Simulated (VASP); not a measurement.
Here is a VASP 6.6.1 calculation.

File INCAR:

```
ALGO = Fast
EDIFF = 1E-6
ENCUT = 520
ISIF = 2
ISMEAR = 0
LASPH = True
LCHARG = False
LREAL = False
LWAVE = False
NBANDS = 20
NELM = 60
PREC = Accurate
SIGMA = 0.15
```

The input KPOINTS:

```
k-points
0
Gamma
  16 16 16
```

The input POSCAR:

```
AlAu2
1.0
   -1.6027500000      1.6027500000      4.2133000000
    1.6027500000     -1.6027500000      4.2133000000
    1.6027500000      1.6027500000     -4.2133000000
Al Au
1 2
Direct
    0.0000000000      0.0000000000      0.0000000000
    0.6570428093      0.6570428093      0.0000000000
    0.3429571907      0.3429571907      0.0000000000
```

Potentials or basis: VASP PAW LDA potentials, release 64 (Al, Au).

Launch:

```console
$ cat potpaw_LDA.64/Al/POTCAR potpaw_LDA.64/Au/POTCAR > POTCAR
$ mpirun -np 1 vasp_std > vasp.out
```

Q: Predict the pressure.

A: 19.1 GPa.

Q: What does it give for the band gap on the k mesh?

A: Zero (an odd number of electrons rules out a gap without spin polarisation).

Q: Predict the largest force.

A: 0.079 eV/Å.

Forces on the atoms (eV/Å):
```
Al   0.000  0.000  0.000
Au   0.000  0.000  0.079
Au   0.000  0.000 -0.079
```

Caveat: the cell stands under pressure; spin-orbit coupling is left out, which moves the levels of the heavy elements.
